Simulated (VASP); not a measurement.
A run of VASP 6.6.1:

INCAR

```
SYSTEM = Ag
PREC     = Accurate       ! precision mode
ENCUT    = 520            ! plane-wave cutoff, eV
EDIFF    = 1E-6           ! SCF threshold, eV
ISMEAR   = -1             ! smearing method
SIGMA    = 0.05           ! smearing width, eV
LREAL    = .FALSE.        ! projectors in reciprocal space
LASPH    = .TRUE.         ! aspherical terms in the spheres
NELM     = 100            ! most SCF steps
ALGO     = Fast           ! electronic algorithm
ISIF     = 2              ! what is computed and relaxed
LWAVE    = .FALSE.        ! write WAVECAR
LCHARG   = .FALSE.        ! write CHGCAR
GGA      = PS             ! functional
NBANDS   = 24             ! bands
```

Contents of KPOINTS:

```
regular mesh
0
G
  10 10 10
  0 0 0
```

Contents of POSCAR:

```
Ag
1.0
    1.4531386801      0.8389700082      7.1072779285
   -1.4531386801      0.8389700082      7.1072779285
    0.0000000000     -1.6779400162      7.1072779285
Ag
3
Direct
    0.2222810000      0.2222810000      0.2222810000
    0.7777190000      0.7777190000      0.7777190000
    0.0000000000      0.0000000000      0.0000000000
```

Potentials or basis: VASP PAW PBE potentials, release 64 (Ag).

The run is started by

```sh
$ cat potpaw_PBE.64/Ag/POTCAR > POTCAR
$ mpirun -np 1 vasp_std > vasp.out
```

Hardware: 1 thread of Intel(R) Xeon(R) Platinum 8488C (Sapphire Rapids), with other jobs on the host.

Question: Estimate the wall time of this run.

Answer: It took 18 min on 1 thread of Intel(R) Xeon(R) Platinum 8488C (Sapphire Rapids) (shared host), peak memory 0.44 GiB. Counts: scf iterations 12, k points 116.
